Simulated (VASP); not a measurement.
# Zn4O (P3m1) in VASP: a series of runs

Zn4O is run at these levels: PBE; tasks: single point, relaxation of shape and atoms at fixed volume, relaxation of cell and atoms.

All numbers are computed with VASP 6.6.1; they aren't measurements. Logs are shortened: lines on timing, memory, paths and dates and some standing lists are left out, and cuts for length are marked.

## Step 1: The cell of the first run

It takes space group P3m1 (No. 156, trigonal). The conventional cell has a = 3.001 Å, b = 3.001 Å, c = 8.994 Å, α = 90.00°, β = 90.00°, γ = 120.00°. Zn (site symmetry 3m) has 1 O at 1.91 Å within 2.5 Å. Within 2.6 Å of Zn (site symmetry 3m) lie 3 O at 1.99 Å. Zn (site symmetry 3m) has 12 Zn at 2.67 to 3.00 Å within 3.5 Å. Zn (site symmetry 3m) has 12 Zn at 2.62 to 3.00 Å within 3.4 Å. O (site symmetry 3m) has 4 Zn at 1.91 to 1.99 Å within 2.5 Å.

## Step 2: Single point, PBE (volume scaled by 0.97, then relaxed in part)

Contents of INCAR:

```
PREC     = Accurate       # precision mode
ENCUT    = 520            # plane-wave cutoff, eV
EDIFF    = 1E-7           # SCF threshold, eV
ISMEAR   = 0              # smearing method
SIGMA    = 0.1            # smearing width, eV
LREAL    = F              # projectors in reciprocal space
LASPH    = T              # aspherical terms in the spheres
NELM     = 80             # most SCF steps
ALGO     = Normal         # electronic algorithm
ISIF     = 2              # what is computed and relaxed
LWAVE    = F              # write WAVECAR
LCHARG   = F              # write CHGCAR
GGA      = PE             # functional
NBANDS   = 35             # bands
```

Contents of KPOINTS:

```
regular mesh
0
Gamma
  12 12 4
```

Contents of POSCAR:

```
Zn4O
1.0
    3.0008872045      0.0000000000      0.0000000000
   -1.5004436023      2.5988445530      0.0000000000
    0.0000000000      0.0000000000      8.9941704987
Zn O
4 1
Direct
    0.6666666667      0.3333333333      0.0192603610
    0.0000000000      0.0000000000      0.6980528344
    0.3333333333      0.6666666667      0.4634447466
    0.0000000000      0.0000000000      0.2370578611
    0.6666666667      0.3333333333      0.8067028569
```

Potentials or basis: VASP PAW PBE potentials, release 64 (Zn, O).

The run is started by

```sh
$ cat potpaw_PBE.64/Zn/POTCAR potpaw_PBE.64/O/POTCAR > POTCAR
$ mpirun -np 1 vasp_std > vasp.out
```

OUTCAR:

```text
PREC = Accurate
   ENCUT = 520
   EDIFF = 1E-7
   ISMEAR = 0
   LREAL = F
   LASPH = T
   NELM = 80
   ISIF = 2
   GGA = PE

 ion  position               nearest neighbor table
   1  0.667  0.333  0.019-   5 1.91   4 2.62   4 2.62   4 2.62
   2  0.000  0.000  0.698-   5 1.99   5 1.99   5 1.99   3 2.73   3 2.73   3 2.73
   3  0.333  0.667  0.463-   4 2.67   4 2.67   4 2.67   2 2.73   2 2.73   2 2.73
   4  0.000  0.000  0.237-   1 2.62   1 2.62   1 2.62   3 2.67   3 2.67   3 2.67
   5  0.667  0.333  0.807-   1 1.91   2 1.99   2 1.99   2 1.99

  LATTYP: Found a hexagonal cell.
 ALAT       =     3.0008872045
 C/A-ratio  =     2.9971704652

  Lattice vectors:

 A1 = (   3.0008872045,   0.0000000000,   0.0000000000)
 A2 = (  -1.5004436023,   2.5988445530,   0.0000000000)
 A3 = (   0.0000000000,   0.0000000000,   8.9941704987)

Analysis of symmetry for initial positions (statically):
=====================================================================
 Subroutine PRICEL returns:
 Original cell was already a primitive cell.

 Routine SETGRP: Setting up the symmetry group for a
 hexagonal supercell.

 Subroutine GETGRP returns: Found  6 space group operations
 (whereof  6 operations were pure point group operations)
 out of a pool of 24 trial point group operations.

The static configuration has the point symmetry C_3v.

Analysis of symmetry for dynamics (positions and initial velocities):
=====================================================================
 Subroutine PRICEL returns:
 Original cell was already a primitive cell.

 Routine SETGRP: Setting up the symmetry group for a
 hexagonal supercell.

 Subroutine GETGRP returns: Found  6 space group operations
 (whereof  6 operations were pure point group operations)
 out of a pool of 24 trial point group operations.

The dynamic configuration has the point symmetry C_3v.

 Subroutine INISYM returns: Found  6 space group operations
 (whereof  6 operations are pure point group operations),
 and found     1 'primitive' translations

----------------------------------------------------------------------------------------

                                     Primitive cell

  volume of cell :      70.1441

  direct lattice vectors                    reciprocal lattice vectors
     3.000887205  0.000000000  0.000000000     0.333234784  0.192393192  0.000000000
    -1.500443602  2.598844553  0.000000000     0.000000000  0.384786385  0.000000000
     0.000000000  0.000000000  8.994170499     0.000000000  0.000000000  0.111183127

  length of vectors
     3.000887205  3.000887205  8.994170499     0.384786385  0.384786385  0.111183127

  position of ions in fractional coordinates (direct lattice)
     0.666666667  0.333333333  0.019260361
     0.000000000  0.000000000  0.698052834
     0.333333333  0.666666667  0.463444747
     0.000000000  0.000000000  0.237057861
     0.666666667  0.333333333  0.806702857

  ion indices of the primitive-cell ions
   primitive index   ion index
                 1           1
                 2           2
                 3           3
                 4           4
                 5           5

----------------------------------------------------------------------------------------

 KPOINTS: regular mesh

Automatic generation of k-mesh.
 Grid dimensions read from file:
 generate k-points for:   12   12    4

 Generating k-lattice:

  Cartesian coordinates                     Fractional coordinates (reciprocal lattice)
     0.027769565  0.016032766  0.000000000     0.083333333  0.000000000  0.000000000
     0.000000000  0.032065532  0.000000000     0.000000000  0.083333333  0.000000000
     0.000000000  0.000000000  0.027795782     0.000000000  0.000000000  0.250000000

  Length of vectors
     0.032065532  0.032065532  0.027795782

  Shift w.r.t. Gamma in fractional coordinates (k-lattice)
     0.000000000  0.000000000  0.000000000

 Subroutine IBZKPT returns following result:
 ===========================================

 Found     69 irreducible k-points:

 Following reciprocal coordinates:
            Coordinates               Weight
  0.000000  0.000000  0.000000      1.000000
  0.083333  0.000000  0.000000      6.000000
  0.166667  0.000000  0.000000      6.000000
  0.250000  0.000000  0.000000      6.000000
  0.333333 -0.000000  0.000000      6.000000
  0.416667 -0.000000  0.000000      6.000000
[... 16 lines left out ...]
  0.166667  0.000000  0.250000      6.000000
  0.000000  0.166667  0.250000      6.000000
 [... further k-points ...]
   k-points           NKPTS =     69   k-points in BZ     NKDIM =     69   number of bands    NBANDS=     35
   number of dos      NEDOS =    301   number of ions     NIONS =      5
   total plane-waves  NPLWV =  40320
   dimension x,y,z NGX =    24 NGY =   24 NGZ =   70
   dimension x,y,z NGXF=    48 NGYF=   48 NGZF=  140
   ions per type =               4   1
   NGX,Y,Z   is equivalent  to a cutoff of  13.30, 13.30, 12.94 a.u.
   NGXF,Y,Z  is equivalent  to a cutoff of  26.59, 26.59, 25.88 a.u.
 SYSTEM =  unknown system
   PREC   = accura    normal or accurate (medium, high low for compatibility)
   ISTART =      0    job   : 0-new  1-cont  2-samecut
   ICHARG =      2    charge: 1-file 2-atom 10-const
   ISPIN  =      1    spin polarized calculation?
   LNONCOLLINEAR =      F non collinear calculations
   LSORBIT =      F    spin-orbit coupling
   LASPH  =      T    aspherical Exc in radial PAW
   ENCUT  =  520.0 eV  38.22 Ry    6.18 a.u.   5.58  5.58 16.72*2*pi/ulx,y,z
   NELM   =     80;   NELMIN=  2; NELMDL= -5     # of ELM steps
   EDIFF  = 0.1E-06   stopping-criterion for ELM
   LREAL  =      F    real-space projection
   EDIFFG = 0.1E-05   stopping-criterion for IOM
   NSW    =      0    number of steps for IOM
   IBRION =     -1    ionic relax: 0-MD 1-quasi-New 2-CG
   NFREE  =      0    steps in history (QN), initial steepest desc. (CG)
   ISIF   =      2    stress and relaxation
   ISYM   =      2    0-nonsym 1-usesym 2-fastsym
   POTIM  = 0.5000    time-step for ionic-motion
   TEBEG  =    0.0;   TEEND  =   0.0 temperature during run
   PSTRESS=    0.0 pullay stress
   NELECT =      54.0000    total number of electrons
   NUPDOWN=      -1.0000    fix difference up-down
   EMIN   =  10.00;   EMAX   =-10.00  energy-range for DOS
   EFERMI =   0.00;   METHOD = LEGACY
   ISMEAR =     0;   SIGMA  =   0.10  broadening in eV -4-tet -1-fermi 0-gaus
   EFERMI_NEDOS =   21; number of points for ismear=-14 and -15
   IALGO  =     38    algorithm
   IMIX   =      4    mixing-type and parameters
     AMIX     =   0.40;   BMIX     =  1.00
     AMIX_MAG =   1.60;   BMIX_MAG =  1.00
  volume/ion in A,a.u.               =      14.03        94.67
  Fermi-wavevector in a.u.,A,eV,Ry     =   1.500407  2.835358 30.629720  2.251221
  Thomas-Fermi vector in A             =   2.611911
   LORBIT       =      0    0 simple, 1 ext, 2 COOP (PROOUT), +10 PAW based schemes
   GGA     = PE    functional components
   LHFCALC =     F    Hartree Fock is set to
   AEXX    =    0.0000 exact exchange contribution
   IVDW    =     0    specifies the selected vdW correction
   LEPSILON=     F    determine dielectric tensor
   LRPA    =     F    only Hartree local field effects (RPA)
 non-spin polarized calculation
 Gauss-broadening in eV      SIGMA  =   0.10
  energy-cutoff  :      520.00
  volume of cell :       70.14
 maximum number of plane-waves:      1929
 NGX is ok and might be reduce to    24
   NGX = 11   NGY = 11   NGZ = 33

 number of electron      53.9999981 magnetization

 Free energy of the ion-electron system (eV)
  ---------------------------------------------------
  ext. energy  EPLUGINS =         0.00000000
  ---------------------------------------------------
  free energy    TOTEN  =       -11.52531298 eV

  energy without entropy =      -11.52023532  energy(sigma->0) =      -11.52277415

 E-fermi :   2.8159     XC(G=0): -11.3240

 val. band max:        2.7978726576   @ k =   0.4167   0.1667   0.5000
 cond. band min:       2.8241484748   @ k =   0.2500   0.1667   0.5000
 fundamental gap:      0.0262758172
 Fermi energy:         2.8159298753

 k-point     1 :       0.0000    0.0000    0.0000
  band No.  band energies     occupation
      1     -16.5004      2.00000
      2      -6.5968      2.00000
      3      -5.9547      2.00000
      4      -5.2171      2.00000
      5      -5.0581      2.00000
      6      -4.8742      2.00000
[... 27 lines left out ...]
     34      15.5650      0.00000
     35      15.5650      0.00000

 k-point     2 :       0.0833    0.0000    0.0000
  band No.  band energies     occupation
      1     -16.4563      2.00000
      2      -6.4527      2.00000
      3      -5.8610      2.00000
      4      -5.1817      2.00000
      5      -5.0089      2.00000
      6      -4.8773      2.00000
[... 27 lines left out ...]
     34      14.4245      0.00000
     35      15.0507      0.00000

 k-point     3 :       0.1667    0.0000    0.0000
  band No.  band energies     occupation
      1     -16.3335      2.00000
      2      -6.0490      2.00000
      3      -5.6341      2.00000
      4      -5.1110      2.00000
      5      -4.9262      2.00000
      6      -4.8744      2.00000
[... 27 lines left out ...]
     34      13.5399      0.00000
     35      13.8918      0.00000

 k-point     4 :       0.2500    0.0000    0.0000
  band No.  band energies     occupation
      1     -16.1600      2.00000
      2      -5.5515      2.00000
      3      -5.4097      2.00000
      4      -5.0963      2.00000
      5      -4.9947      2.00000
      6      -4.8555      2.00000
[... 27 lines left out ...]
     34      12.8034      0.00000
     35      13.3097      0.00000

 k-point     5 :       0.3333   -0.0000    0.0000
  band No.  band energies     occupation
      1     -15.9794      2.00000
      2      -5.3840      2.00000
      3      -5.2143      2.00000
      4      -5.1443      2.00000
      5      -5.1190      2.00000
      6      -4.8620      2.00000
[... 638 lines left out ...]
 k-point    22 :       0.0000    0.0833    0.2500
  band No.  band energies     occupation
      1     -16.4562      2.00000
      2      -6.6081      2.00000
      3      -5.5791      2.00000
      4      -5.1769      2.00000
      5      -5.0186      2.00000
      6      -4.8699      2.00000
[... 27 lines left out ...]
     34      15.0390      0.00000
     35      15.3988      0.00000

 k-point    23 :       0.1667    0.0000    0.2500
  band No.  band energies     occupation
      1     -16.3334      2.00000
      2      -6.2052      2.00000
      3      -5.4043      2.00000
      4      -5.1073      2.00000
      5      -4.9363      2.00000
      6      -4.8624      2.00000
[... 27 lines left out ...]
     34      13.7666      0.00000
     35      14.0388      0.00000

 k-point    24 :       0.0000    0.1667    0.2500
  band No.  band energies     occupation
      1     -16.3334      2.00000
      2      -6.2051      2.00000
      3      -5.3997      2.00000
      4      -5.0914      2.00000
      5      -4.9604      2.00000
      6      -4.8591      2.00000
[... 27 lines left out ...]
     34      13.5363      0.00000
     35      13.9420      0.00000

 [... further k-points ...]
[... 5 lines left out ...]
  --------------------------------------------------------------------------------------
  -------------------------------------------------------------------------------------
  Total        1.1754566      1.1754566      1.2764136     -0.0000000     -0.0000000      0.0000000
  in kB       26.8488747     26.8488747     29.1548576     -0.0000000     -0.0000000      0.0000000
  external PRESSURE =      27.6175356 kB  Pullay stress =       0.0000000 kB

 VOLUME and BASIS-vectors are now :
 -----------------------------------------------------------------------------
  energy-cutoff  :      520.00
  volume of cell :       70.14
      direct lattice vectors                 reciprocal lattice vectors
     3.000887205  0.000000000  0.000000000     0.333234784  0.192393192  0.000000000
    -1.500443602  2.598844553  0.000000000     0.000000000  0.384786385  0.000000000
     0.000000000  0.000000000  8.994170499     0.000000000  0.000000000  0.111183127

 POSITION                                       TOTAL-FORCE (eV/Angst)
 -----------------------------------------------------------------------------------
      1.50044      0.86628      0.17323         0.000000      0.000000      0.061643
      0.00000      0.00000      6.27841         0.000000     -0.000000     -0.073474
     -0.00000      1.73256      4.16830        -0.000000      0.000000      0.004826
      0.00000      0.00000      2.13214        -0.000000      0.000000      0.004689
      1.50044      0.86628      7.25562        -0.000000     -0.000000      0.002316
 -----------------------------------------------------------------------------------
    total drift:                               -0.000000      0.000001     -0.002713

  FREE ENERGIE OF THE ION-ELECTRON SYSTEM (eV)
  ---------------------------------------------------
  free  energy   TOTEN  =       -11.5253129830 eV

  energy  without entropy=      -11.5202353157  energy(sigma->0) =      -11.52277415
```

Run time: 73 s. Hardware: 1 thread of Intel Xeon 6975P-C (Granite Rapids), shared host; peak memory 0.27 GiB.

Results:

```
Free energy            : -11.5253 eV
Pressure               : 2.8 GPa
Largest force          : 0.073 eV/Å
Band gap on the k mesh : zero (band 27 reaches 3.39 eV, above the bottom of band 28 at 2.33 eV)
```

Forces on the atoms (eV/Å):
```
Zn   0.000  0.000  0.062
Zn   0.000  0.000 -0.073
Zn   0.000  0.000  0.005
Zn   0.000  0.000  0.005
O    0.000  0.000  0.002
```

Stress tensor (GPa, compression positive):
```
2.68 0.00 0.00
0.00 2.68 0.00
0.00 0.00 2.92
```

Levels at points of the mesh, in eV from the Fermi level:
| k point | band 23 | band 24 | band 25 | band 26 | band 27 | band 28 | band 29 | band 30 | band 31 | band 32 |
| --- | --- | --- | --- | --- | --- | --- | --- | --- | --- | --- |
| (0.00, 0.00, 0.00) | -6.39 | -4.23 | -3.94 | -1.67 | -1.67 | 2.54 | 3.14 | 9.01 | 11.42 | 11.85 |
| (0.50, 0.00, 0.00) | -4.21 | -3.17 | -2.87 | -2.53 | -1.90 | -0.13 | 1.63 | 2.30 | 5.06 | 6.72 |
| (0.00, 0.00, 0.50) | -6.40 | -5.74 | -1.89 | -1.67 | -1.67 | 0.31 | 5.83 | 6.64 | 11.85 | 11.85 |
| (0.50, 0.00, 0.50) | -4.25 | -3.16 | -2.89 | -2.52 | -1.45 | -0.49 | 0.77 | 3.62 | 5.03 | 5.98 |

Caveat: the cell differs from its parent crystal (volume scaled by 0.97, then relaxed in part).

## Step 3: Single point, PBE

This run uses another cell than the first one, of 14.46 Å³/atom, 1.031 times its volume.

Contents of INCAR:

```
SYSTEM = Zn4O
ALGO = Normal
EDIFF = 1E-6
ENCUT = 520
GGA = PE
ISIF = 2
ISMEAR = 0
LASPH = .TRUE.
LCHARG = .TRUE.
LELF = .TRUE.
LREAL = .FALSE.
LVHAR = .TRUE.
LWAVE = .FALSE.
NBANDS = 35
NELM = 100
PREC = Accurate
SIGMA = 0.1
```

Contents of KPOINTS:

```
k-points
0
G
  12 12 4
  0 0 0
```

Contents of POSCAR:

```
Zn4O
1.0
    3.0397018791      0.0000000000      0.0000000000
   -1.5198509396      2.6324590472      0.0000000000
    0.0000000000      0.0000000000      9.0370511697
Zn O
4 1
Direct
    0.6666666667      0.3333333333      0.0187892873
    0.0000000000      0.0000000000      0.6999552407
    0.3333333333      0.6666666667      0.4633961236
    0.0000000000      0.0000000000      0.2363102404
    0.6666666667      0.3333333333      0.8060677681
```

Potentials or basis: VASP PAW PBE potentials, release 64 (Zn, O).

The run is started by

```sh
$ cat potpaw_PBE.64/Zn/POTCAR potpaw_PBE.64/O/POTCAR > POTCAR
$ mpirun -np 1 vasp_std > vasp.out
```

It took 75 s on 1 thread of Intel Xeon 6975P-C (Granite Rapids), shared host; peak memory 0.27 GiB.

It converged, with:

```yaml
Free_energy: -11.5458 eV
Pressure: 0.5 GPa
Largest_force: 0.066 eV/Å
Band_gap_on_the_k_mesh: zero (band 27 reaches 3.20 eV, above the bottom of band 28 at 2.10 eV)
```

Forces in eV/Å, atoms in the order of the input:
```
Zn   0.000  0.000  0.064
Zn   0.000  0.000 -0.066
Zn   0.000  0.000  0.004
Zn   0.000  0.000  0.005
O    0.000  0.000 -0.007
```

Stress tensor (GPa, compression positive):
```
0.45 0.00 0.00
0.00 0.45 0.00
0.00 0.00 0.70
```

Levels at points of the mesh, in eV from the Fermi level:
```csv
k point,band 25,band 26,band 27,band 28,band 29,band 30
"(0.00, 0.00, 0.00)",-3.83,-1.73,-1.73,2.52,3.03,8.88
"(0.50, 0.00, 0.00)",-2.84,-2.58,-1.85,-0.14,1.63,2.24
"(0.00, 0.00, 0.50)",-1.78,-1.73,-1.73,0.27,5.70,6.55
"(0.50, 0.00, 0.50)",-2.82,-2.57,-1.39,-0.51,0.78,3.56
```

## Step 4: Single point, PBE

This run uses another cell than the first one, of 14.46 Å³/atom, 1.031 times its volume.

Contents of INCAR:

```
PREC = Accurate ; ENCUT = 520
EDIFF = 1E-7 ; ISMEAR = 0
SIGMA = 0.1 ; LREAL = F
LASPH = T ; NELM = 100
ALGO = Normal ; ISIF = 2
LWAVE = F ; LCHARG = F
GGA = PE ; NBANDS = 35
```

Contents of KPOINTS:

```
Automatic mesh
0
Gamma
  12 12 4
```

POSCAR is that of step 3.

The run is started by

```sh
$ cat potpaw_PBE.64/Zn/POTCAR potpaw_PBE.64/O/POTCAR > POTCAR
$ mpirun -np 1 vasp_std > vasp.out
```

Wall time 78 s (1 thread of Intel Xeon 6975P-C (Granite Rapids), shared host); peak memory 0.27 GiB.

The run converged. Its results:

```
Free energy            : -11.5458 eV
Pressure               : 0.5 GPa
Largest force          : 0.066 eV/Å
Band gap on the k mesh : zero (band 27 reaches 3.20 eV, above the bottom of band 28 at 2.10 eV)
```

Forces in eV/Å, atoms in the order of the input:
```
Zn   0.000  0.000  0.064
Zn   0.000  0.000 -0.066
Zn   0.000  0.000  0.004
Zn   0.000  0.000  0.004
O    0.000  0.000 -0.007
```

Stress tensor (GPa, compression positive):
```
0.46 0.00 0.00
0.00 0.46 0.00
0.00 0.00 0.71
```

Levels at points of the mesh, in eV from the Fermi level:
```tsv
k point	band 23	band 24	band 25	band 26	band 27	band 28	band 29	band 30	band 31	band 32
(0.00, 0.00, 0.00)	-6.36	-4.11	-3.83	-1.73	-1.73	2.52	3.03	8.88	11.31	11.49
(0.50, 0.00, 0.00)	-4.18	-3.10	-2.84	-2.58	-1.85	-0.14	1.63	2.24	4.99	6.53
(0.00, 0.00, 0.50)	-6.36	-5.65	-1.78	-1.73	-1.73	0.27	5.70	6.55	11.49	11.49
(0.50, 0.00, 0.50)	-4.22	-3.13	-2.82	-2.57	-1.39	-0.51	0.78	3.56	4.92	5.86
```

[end of part 1 of 2]
